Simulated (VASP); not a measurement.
Here is a VASP 6.6.1 calculation.

The input INCAR:

```
ALGO = Normal
EDIFF = 1E-7
ENCUT = 520
GGA = PE
ISIF = 2
ISMEAR = 0
LASPH = T
LCHARG = T
LELF = T
LREAL = F
LVHAR = T
LWAVE = F
NBANDS = 14
NELM = 100
PREC = Accurate
SIGMA = 0.1
```

Contents of KPOINTS:

```
k-points
0
Gamma
  16 16 16
```

File POSCAR:

```
HfN
1.0
    0.0000000000      2.2738954846      2.2738954846
    2.2738954846      0.0000000000      2.2738954846
    2.2738954846      2.2738954846      0.0000000000
Hf N
1 1
Direct
    0.0000000000      0.0000000000      0.0000000000
    0.5000000000      0.5000000000      0.5000000000
```

Potentials or basis: VASP PAW PBE potentials, release 64 (Hf_pv, N).

The run is started by

```bash
$ cat potpaw_PBE.64/Hf_pv/POTCAR potpaw_PBE.64/N/POTCAR > POTCAR
$ mpirun -np 1 vasp_std > vasp.out
```

Task: Estimate the pressure.

Result: -2.3 GPa.

Task: Predict the band gap on the k mesh.

Result: Zero (an odd number of electrons rules out a gap without spin polarisation).

Caveat: spin-orbit coupling is left out, which moves the levels of the heavy elements.
